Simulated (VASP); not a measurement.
Set up this calculation in VASP 6.6.1, as the native input.

```
Task                    : single point
Functional              : PBEsol
Potentials or basis     : VASP PAW PBE potentials, release 64 (Ge_d, Sb, Te)
Cutoff                  : 520 eV
k mesh                  : 12 × 12 × 2
Occupations             : gaussian, width 0.1 eV
Spin                    : no spin polarisation
Dipole correction       : no
k mesh for the DOS      : 18 × 18 × 3
Occupations for the DOS : tetrahedron
Further INCAR settings  : ALGO = Normal; EDIFF = 1e-06
```

The system is GeSb4Te4.

```xyz
9
Lattice="4.2666 0.0000 0.0000 -2.1333 3.6950 0.0000 0.0000 0.0000 17.0067" Properties=species:S:1:pos:R:3 pbc="T T T"
Ge    0.0000    0.0000    0.0000
Sb    0.0000    2.4633    9.2833
Sb    2.1333    1.2317    7.7234
Sb    2.1333    1.2317   13.3904
Sb    0.0000    2.4633    3.6164
Te    0.0000    2.4633   15.3608
Te    2.1333    1.2317    1.6459
Te    0.0000    0.0000   11.6793
Te    0.0000    0.0000    5.3274
```

These files were run (other wordings do the same):

POSCAR

```
GeSb4Te4
1.0
    4.2666100355      0.0000000000      0.0000000000
   -2.1333050177      3.6949926788      0.0000000000
    0.0000000000      0.0000000000     17.0067066537
Ge Sb Te
1 4 4
Direct
    0.0000000000      0.0000000000      0.0000000000
    0.3333333333      0.6666666667      0.5458633036
    0.6666666667      0.3333333333      0.4541366964
    0.6666666667      0.3333333333      0.7873570402
    0.3333333333      0.6666666667      0.2126429598
    0.3333333333      0.6666666667      0.9032211307
    0.6666666667      0.3333333333      0.0967788693
    0.0000000000      0.0000000000      0.6867444281
    0.0000000000      0.0000000000      0.3132555719
```

INCAR.step1

```
SYSTEM = GeSb4Te4
  PREC = Accurate
  ENCUT = 520
  EDIFF = 1E-6
  ISMEAR = 0
  SIGMA = 0.1
  LREAL = .False.
  LASPH = .True.
  NELM = 80
  ALGO = Normal
  ISIF = 2
  LWAVE = .False.
  LCHARG = .True.
  GGA = PS
  NBANDS = 39
```

KPOINTS.step1

```
Automatic mesh
0
Gamma
  12 12 2
  0 0 0
```

INCAR.step2

```
SYSTEM = GeSb4Te4
  PREC = Accurate
  ENCUT = 520
  EDIFF = 1E-6
  ISMEAR = -5
  SIGMA = 0.1
  LREAL = .False.
  LASPH = .True.
  NELM = 80
  ALGO = Normal
  ISIF = 2
  LWAVE = .False.
  LCHARG = .False.
  GGA = PS
  LORBIT = 10
  NEDOS = 2001
  ICHARG = 11
```

KPOINTS.step2

```
Automatic mesh
0
Gamma
  18 18 3
  0 0 0
```

Potentials or basis: VASP PAW PBE potentials, release 64 (Ge_d, Sb, Te).

Run with:

```sh
$ cat potpaw_PBE.64/Ge_d/POTCAR potpaw_PBE.64/Sb/POTCAR potpaw_PBE.64/Te/POTCAR > POTCAR
$ cp INCAR.step1 INCAR
$ cp KPOINTS.step1 KPOINTS
$ mpirun -np 1 vasp_std > vasp.out
$ cp INCAR.step2 INCAR
$ cp KPOINTS.step2 KPOINTS
$ mpirun -np 1 vasp_std > vasp.out
```

Results of the run:

The valence electrons inside the program's atomic spheres are Ge 12.12; Sb 2.39, 2.32 (each value once); Te 3.36, 3.33 (each value once).

It took 9.6 min on 1 thread of AMD EPYC 9R45 96-Core Processor (Zen 5), on a shared host, peak memory 0.92 GiB.
